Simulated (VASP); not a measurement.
Write the native input for VASP 6.6.1 that does the following.

```
Task                   : single point
Functional             : PBEsol
Potentials or basis    : VASP PAW PBE potentials, release 64 (Ta_sv_GW, N)
Cutoff                 : 700 eV
k mesh                 : 18 × 18 × 16
Occupations            : gaussian, width 0.15 eV
Spin                   : no spin polarisation
Dipole correction      : no
Further INCAR settings : ALGO = Normal; EDIFF = 1e-06; NBANDS = 16
```

The structure of TaN lies in POSCAR:

```
TaN
1.0
    2.9240351141      0.0000000000      0.0000000000
   -1.4620175570      2.5322886904      0.0000000000
    0.0000000000      0.0000000000      2.7990000000
Ta N
1 1
Direct
    0.3333333333      0.6666666667      0.5000000000
    0.0000000000      0.0000000000      0.0000000000
```

These files were run (other wordings do the same):

INCAR

```
PREC     = Accurate       # precision mode
ENCUT    = 700            # plane-wave cutoff, eV
EDIFF    = 1E-6           # SCF threshold, eV
ISMEAR   = 0              # smearing method
SIGMA    = 0.15           # smearing width, eV
LREAL    = F              # projectors in reciprocal space
LASPH    = T              # aspherical terms in the spheres
NELM     = 120            # most SCF steps
ALGO     = Normal         # electronic algorithm
ISIF     = 2              # what is computed and relaxed
LWAVE    = F              # write WAVECAR
LCHARG   = F              # write CHGCAR
GGA      = PS             # functional
NBANDS   = 16             # bands
GGA_COMPAT= F
```

KPOINTS

```
regular mesh
0
Gamma
  18 18 16
```

Potentials or basis: VASP PAW PBE potentials, release 64 (Ta_sv_GW, N).

Launch:

```bash
$ cat potpaw_PBE.64/Ta_sv_GW/POTCAR potpaw_PBE.64/N/POTCAR > POTCAR
$ mpirun -np 1 vasp_std > vasp.out
```

Results of the run:

- Pressure: 10.7 GPa
- Band gap on the k mesh: zero (bands 9 and 10 overlap by 0.37 eV)

Caveat: the stress differs along the axes, from 4 to 23 GPa; the PAW data sets were made with another functional, which shifts forces and pressure a little; spin-orbit coupling is left out, which moves the levels of the heavy elements.

Run time: 2 min on 1 thread of AMD EPYC 7R13 Processor (Zen 3) (shared host), peak memory 0.29 GiB.
